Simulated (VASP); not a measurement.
Here is a VASP 6.6.1 calculation.

The input INCAR:

```
  PREC = Accurate
  ENCUT = 520
  EDIFF = 1E-6
  ISMEAR = -1
  SIGMA = 0.05
  LREAL = F
  LASPH = T
  NELM = 60
  ALGO = Normal
  ISIF = 2
  LWAVE = F
  LCHARG = T
  GGA = PS
  LELF = T
  LVHAR = T
  NBANDS = 18
```

File KPOINTS:

```
Automatic mesh
0
Gamma
  11 11 5
```

POSCAR

```
Ta
1.0
    2.7591739628      0.0000000000      0.0000000000
   -1.3795869814      2.3895147453      0.0000000000
    0.0000000000      0.0000000000      4.8843364953
Ta
2
Direct
    0.3333333333      0.6666666667      0.2500000000
    0.6666666667      0.3333333333      0.7500000000
```

Potentials or basis: VASP PAW PBE potentials, release 64 (Ta_pv).

Command:

```sh
$ cat potpaw_PBE.64/Ta_pv/POTCAR > POTCAR
$ mpirun -np 1 vasp_std > vasp.out
```

Question: What does it give for the pressure?

Answer: 30.4 GPa.

Question: Predict the band gap on the k mesh.

Answer: Zero (bands 11 and 12 overlap by 2.05 eV).

Stress tensor (GPa, compression positive):
```
30.44  0.00  0.00
 0.00 30.44  0.00
 0.00  0.00 30.32
```

Caveat: the cell stands under pressure; the PAW data sets were made with another functional, which shifts forces and pressure a little; spin-orbit coupling is left out, which moves the levels of the heavy elements.
